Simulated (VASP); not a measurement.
# Hf in VASP: further runs, part 2 of 2

VASP 6.6.1. The steps go on from the part before.

**4. Single point, PBE**

This run uses another cell than the first one.

INCAR reads:

```
SYSTEM = Hf
  ALGO = Normal
  DIPOL = 0.5 0.5 0.294
  EDIFF = 1E-6
  ENCUT = 520
  GGA = PE
  IDIPOL = 3
  ISIF = 2
  ISMEAR = 0
  LASPH = .TRUE.
  LCHARG = .FALSE.
  LDIPOL = .TRUE.
  LREAL = .FALSE.
  LWAVE = .FALSE.
  NBANDS = 11
  NELM = 80
  PREC = Accurate
  SIGMA = 0.1
```

KPOINTS reads:

```
k-points
0
G
  24 24 1
  0 0 0
```

POSCAR reads:

```
Hf
1.0
    2.9334786884      0.0000000000      0.0000000000
   -1.4667393442      2.5404670656      0.0000000000
    0.0000000000      0.0000000000     23.8000000000
Hf
1
Direct
    0.0000000000      0.0000000000      0.2941176471
```

Potentials or basis: VASP PAW PBE potentials, release 64 (Hf_pv).

The run is started by

```bash
> cat potpaw_PBE.64/Hf_pv/POTCAR > POTCAR
> mpirun -np 1 vasp_std > vasp.out
```

OUTCAR:

```text
SYSTEM = Hf
   EDIFF = 1E-6
   ENCUT = 520
   GGA = PE
   ISIF = 2
   ISMEAR = 0
   LASPH = .TRUE.
   LREAL = .FALSE.
   NELM = 80
   PREC = Accurate

 ion  position               nearest neighbor table
   1  0.000  0.000  0.294-

  LATTYP: Found a hexagonal cell.
 ALAT       =     2.9334786884
 C/A-ratio  =     8.1132343296

  Lattice vectors:

 A1 = (   2.9334786884,   0.0000000000,   0.0000000000)
 A2 = (  -1.4667393442,   2.5404670656,   0.0000000000)
 A3 = (   0.0000000000,   0.0000000000,  23.8000000000)

Analysis of symmetry for initial positions (statically):
=====================================================================
 Subroutine PRICEL returns:
 Original cell was already a primitive cell.

 Routine SETGRP: Setting up the symmetry group for a
 hexagonal supercell.

 Subroutine GETGRP returns: Found 24 space group operations
 (whereof 12 operations were pure point group operations)
 out of a pool of 24 trial point group operations.

The static configuration has the point symmetry C_6v.
 The point group associated with its full space group is D_6h.

Analysis of symmetry for dynamics (positions and initial velocities):
[... 177 lines left out ...]
      6      -2.8091      0.00025
      7      -1.1978      0.00000
      8      -1.1978      0.00000
      9       0.9322      0.00000
     10       1.1449      0.00000
     11       1.4589      0.00000
[... 309 lines left out ...]
 k-point    24 :       0.4583    0.0417    0.0000
  band No.  band energies     occupation
      1     -34.1850      2.00000
      2     -33.6297      2.00000
      3     -33.2779      2.00000
      4      -5.7333      2.00000
      5      -4.0203      2.00000
      6      -0.8249      0.00000
      7      -0.3517      0.00000
      8       0.7998      0.00000
      9       3.1512      0.00000
     10       4.7533      0.00000
     11       5.8368      0.00000

 [... further k-points ...]

------------------------ aborting loop because EDIFF is reached ----------------------------------------

 vacuum level on the upper side and lower side of the slab       (xc-potential included)        -0.009        -0.009

  FORCE on cell =-STRESS in cart. coord.  units (eV):
  Direction    XX          YY          ZZ          XY          YZ          ZX
  --------------------------------------------------------------------------------------
  -------------------------------------------------------------------------------------
  Total       -0.0650604     -0.0650604     -0.0031740      0.0000000      0.0000000      0.0000000
  in kB       -0.5876976     -0.5876976     -0.0286707      0.0000000      0.0000000      0.0000000
  external PRESSURE =      -0.4013553 kB  Pullay stress =       0.0000000 kB

 VOLUME and BASIS-vectors are now :
 -----------------------------------------------------------------------------
  energy-cutoff  :      520.00
  volume of cell :      177.37
      direct lattice vectors                 reciprocal lattice vectors
     2.933478688  0.000000000  0.000000000     0.340892199  0.196814203  0.000000000
    -1.466739344  2.540467066  0.000000000     0.000000000  0.393628405  0.000000000
     0.000000000  0.000000000 23.800000000     0.000000000  0.000000000  0.042016807

 POSITION                                       TOTAL-FORCE (eV/Angst)
 -----------------------------------------------------------------------------------
      0.00000      0.00000      7.00000         0.000000      0.000000     -0.000000
 -----------------------------------------------------------------------------------
    total drift:                                0.000000      0.000000      0.000033

  FREE ENERGIE OF THE ION-ELECTRON SYSTEM (eV)
  ---------------------------------------------------
  free  energy   TOTEN  =        -7.7992268435 eV

  energy  without entropy=       -7.7868423696  energy(sigma->0) =       -7.79303461

 vacuum level on the upper side and lower side of the slab         1.210         1.210
```

Run time: 3.9 min. Hardware: 1 thread of AMD EPYC 7R43 (Zen 3), shared host; peak memory 0.3 GiB.

What came out:

- Free energy: -7.7992 eV
- Band gap on the k mesh: zero (bands 5 and 6 overlap by 0.77 eV)

Levels at points of the mesh, in eV from the Fermi level:
```
           k point  band 1  band 2  band 3  band 4  band 5  band 6  band 7  band 8  band 9  band 10
(0.00, 0.00, 0.00)  -30.75  -29.91  -29.91   -5.50   -0.27    0.26    1.87    1.87    4.00     4.21
(0.50, 0.00, 0.00)  -31.13  -30.56  -30.20   -2.74   -0.98    2.35    2.71    4.04    6.11     7.95
```

Caveat: spin-orbit coupling is left out, which moves the levels of the heavy elements.

**5. Overview**

| cell | k mesh | gap on the mesh (eV) |
| --- | --- | --- |
| a = 2.899, b = 2.899, c = 23.800 Å, angles 90.0, 90.0, 120.0°, 1 atom | 6 × 6 × 1 | none |
| a = 2.899, b = 2.899, c = 23.800 Å, angles 90.0, 90.0, 120.0°, 1 atom | 24 × 24 × 1 | none |
| a = 2.933, b = 2.933, c = 23.800 Å, angles 90.0, 90.0, 120.0°, 1 atom | 24 × 24 × 1 | none |

Alike in all rows: task single point; level PBE; potentials or basis VASP PAW PBE potentials, release 64 (Hf_pv); no spin polarisation; cutoff (eV) 520; smearing gaussian 0.1 eV.

Caveats: some runs use coarse meshes; spin-orbit coupling is left out, which moves the levels of the heavy elements.

Absolute energies hang on the potentials; compare differences alone.
